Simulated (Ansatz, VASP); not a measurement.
One calculation of Hg, two programs

Contents of POSCAR:

```
Hg
1.0
   -2.0696950000      2.0696950000      1.8022580000
    2.0696950000     -2.0696950000      1.8022580000
    2.0696950000      2.0696950000     -1.8022580000
Hg
1
Direct
    0.0000000000      0.0000000000      0.0000000000
```

File INCAR.step1:

```
SYSTEM = Hg
PREC     = Accurate       ! precision mode
ENCUT    = 520            ! plane-wave cutoff, eV
ISMEAR   = 0              ! smearing method
SIGMA    = 0.15           ! smearing width, eV
LREAL    = .False.        ! projectors in reciprocal space
LASPH    = .True.         ! aspherical terms in the spheres
NELM     = 80             ! most SCF steps
NBANDS   = 12             ! bands
GGA      = PE             ! functional
ALGO     = Normal         ! electronic algorithm
EDIFF    = 1E-4           ! SCF threshold, eV
LWAVE    = .True.         ! write WAVECAR
LCHARG   = .False.        ! write CHGCAR
```

File INCAR.step2:

```
SYSTEM = Hg
PREC     = Accurate       ! precision mode
ENCUT    = 520            ! plane-wave cutoff, eV
EDIFF    = 1E-6           ! SCF threshold, eV
ISMEAR   = 0              ! smearing method
SIGMA    = 0.15           ! smearing width, eV
LREAL    = .False.        ! projectors in reciprocal space
LASPH    = .True.         ! aspherical terms in the spheres
NELM     = 80             ! most SCF steps
ALGO     = Normal         ! electronic algorithm
ISIF     = 2              ! what is computed and relaxed
LWAVE    = .False.        ! write WAVECAR
LCHARG   = .False.        ! write CHGCAR
METAGGA  = R2SCAN         ! meta-GGA
LMIXTAU  = .True.       
NBANDS   = 12             ! bands
ISTART   = 1
```

KPOINTS

```
Automatic mesh
0
Gamma
  20 20 20
  0 0 0
```

Input for Ansatz:

```yaml
crystal:
  lattice:
    - [-2.069695, 2.069695, 1.802258]
    - [2.069695, -2.069695, 1.802258]
    - [2.069695, 2.069695, -1.802258]
  atoms:
    - { symbol: Hg, position: [0.0, 0.0, 0.0] }
basis:
  ecutwfc: 500
kpoints:
  mp_grid: { grid: [20, 20, 20] }
hamiltonian:
  xc: r2scan
scf:
  occupations: { method: gaussian, width: 0.15 }
output:
  forces: true
  stress: true
  eigenvalues: true
```

Alike in both runs: task single point; functional r2SCAN; k mesh 20 × 20 × 20; occupations gaussian, width 0.15 eV; no spin polarisation.

```csv
,VASP,Ansatz
version,VASP 6.6.1,Ansatz 0.2.0
potentials or method,"VASP PAW PBE potentials, release 64 (Hg), cutoff 520 eV","scalar-relativistic, plane waves, PAW"
valence electrons in the cell,12,20
```

```csv
,VASP,Ansatz,Ansatz less VASP
gap on the k mesh at the Fermi level (eV),none,none,-
pressure (GPa),-1.4,-1.5,-0.06
"traceless stress, the component that is largest in VASP (GPa)",0.23,0.23,-0.001
```

VASP's potentials were made for PBE, not for r2SCAN. A gap of «none» marks a metal or a gap that the smearing closes. VASP's potentials hold 12 valence electrons a cell and Ansatz's 20, so a difference there can come from the potentials and not from the codes.

Neither program's run includes spin-orbit coupling.
